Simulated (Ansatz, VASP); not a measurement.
## Two plane-wave programs on Na2N

File INCAR:

```
ALGO = Normal
EDIFF = 1E-6
ENCUT = 520
GGA = PE
ISIF = 2
ISMEAR = 0
ISPIN = 2
LASPH = T
LCHARG = F
LORBIT = 11
LREAL = F
LWAVE = F
MAGMOM = 0 0 1
NBANDS = 20
NELM = 150
PREC = Accurate
SIGMA = 0.1
```

File KPOINTS:

```
k-points
0
Gamma
  6 6 4
```

The input POSCAR:

```
Na2N
1.0
    2.9158707500      0.0000000000      0.0000000000
   -1.4579353700      2.5252181400      0.0000000000
    0.0000000000      0.0000000000      6.7295643400
Na N
2 1
Direct
    0.0000000000      0.0000000000      0.6926503200
    0.0000000000      0.0000000000      0.3073496800
    0.0000000000      0.0000000000      0.0000000000
```

Input for Ansatz:

```yaml
crystal:
  lattice:
    - [2.91587075, 0.0, 0.0]
    - [-1.45793537, 2.52521814, 0.0]
    - [0.0, 0.0, 6.72956434]
  atoms:
    - { symbol: Na, position: [0.0, 0.0, 0.69265032] }
    - { symbol: Na, position: [0.0, 0.0, 0.30734968] }
    - { symbol: "N", position: [0.0, 0.0, 0.0], spin: 1.0 }
basis:
  ecutwfc: 420
kpoints:
  mp_grid: { grid: [6, 6, 4] }
hamiltonian:
  xc: pbe
scf:
  occupations: { method: gaussian, width: 0.1 }
  lower_state_search: "off"
output:
  forces: true
  stress: true
  eigenvalues: true
  populations: true
magnetization:
  spin_polarized: true
```

Alike in both runs: task single point; functional PBE; k mesh 6 × 6 × 4; occupations gaussian, width 0.1 eV; collinear spin.

```csv
,VASP,Ansatz
version,VASP 6.6.1,Ansatz 0.2.0
potentials or method,"VASP PAW PBE potentials, release 64 (Na_pv, N), cutoff 520 eV","scalar-relativistic, plane waves, PAW"
valence electrons in the cell,19,23
```

|  | VASP | Ansatz | Ansatz less VASP |
| --- | --- | --- | --- |
| gap on the k mesh at the Fermi level (eV) | none | none | - |
| pressure (GPa) | 11.1 | 10.8 | -0.31 |
| traceless stress, the component that is largest in VASP (GPa) | 11.26 | 10.80 | -0.460 |
| rms of the force components (eV/Å) | 0.028 | 0.004 | -0.0247 |
| net moment per atom (μB) | 0.23 | 0.23 | -0.003 |
| size of the moment on the site where the two differ most (μB) | 0.44 | 0.50 | +0.054 |

Site moments also hang on the region over which each program counts them. Atom by atom the forces differ by 0.025 eV/Å (rms over components). A gap of «none» marks a metal or a gap that the smearing closes. VASP's potentials hold 19 valence electrons a cell and Ansatz's 23, so a difference there can come from the potentials and not from the codes.

The k mesh is coarse, so the values compare programs but aren't converged.
